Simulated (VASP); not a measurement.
# BaTe: single point with LDA

BaTe:

```
Ba Te
1.0
     0.00000    3.45031    3.45031
     3.45031    0.00000    3.45031
     3.45031    3.45031    0.00000
Ba Te
1 1
Direct
  0.00000 0.00000 0.00000
  0.50000 0.50000 0.50000
```

| Item | Value |
| --- | --- |
| Program | VASP 6.6.1 |
| Task | single point |
| Functional | LDA |
| Potentials or basis | VASP PAW LDA potentials, release 64 (Ba_sv, Te) |
| Cutoff | 520 eV |
| k mesh | 6 × 6 × 6 |
| Occupations | gaussian, width 0.01 eV |
| Spin | no spin polarisation |
| Dipole correction | no |
| Further INCAR settings | ALGO = Normal; EDIFF = 1e-07; NBANDS = 15 |

```yaml
Pressure: -0.1 GPa
Band_gap_on_the_k_mesh: 1.29 eV, indirect (least direct gap 1.68 eV)
```

Levels at points of the mesh, in eV from the valence-band top:
| k point | band 6 | band 7 | band 8 | band 9 | band 10 | band 11 |
| --- | --- | --- | --- | --- | --- | --- |
| (0.00, 0.00, 0.00) | 0.00 | 0.00 | 0.00 | 2.78 | 2.78 | 2.78 |
| (0.50, 0.00, 0.00) | -2.41 | -1.24 | -1.24 | 4.13 | 4.73 | 4.86 |
| (0.50, 0.50, 0.00) | -1.15 | -0.38 | -0.38 | 1.29 | 4.45 | 4.65 |

Run time: 17 s on 1 thread of Intel Xeon 6975P-C, on a shared host, peak memory 0.18 GiB.

Caveat: spin-orbit coupling is left out, which moves the levels of the heavy elements. A k mesh can miss the band edges.
